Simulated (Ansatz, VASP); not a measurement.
**Two plane-wave programs on TiAg2**

```
Ti Ag
1.0
     2.89762    0.00000    0.00000
    -1.44881    2.50941    0.00000
     0.00000    0.00000    7.24238
Ti Ag
1 2
Direct
  0.00000 0.00000 0.50000
  0.33333 0.66667 0.82915
  0.66667 0.33333 0.17085
```

Alike in both runs: functional PBE; k mesh 18 × 18 × 6; occupations gaussian, width 0.1 eV; collinear spin.

Ansatz relaxed the structure, and its values are those at the end. VASP's run is a single point on that final structure, the one shown.

```csv
,VASP,Ansatz
version,VASP 6.6.1,Ansatz 0.2.0
potentials or method,"VASP PAW PBE potentials, release 64 (Ti_sv, Ag), cutoff 520 eV","scalar-relativistic, plane waves, PAW"
valence electrons in the cell,34,50
```

```tsv
	VASP	Ansatz	Ansatz less VASP
gap on the k mesh at the Fermi level (eV)	none	none	-
pressure (GPa)	-0.2	0.0	+0.12
net moment per atom (μB)	0.00	0.00	0.000
```

A gap of «none» marks a metal or a gap that the smearing closes. VASP's potentials hold 34 valence electrons a cell and Ansatz's 50, so a difference there can come from the potentials and not from the codes. Ansatz's warnings: seeded moment not kept.
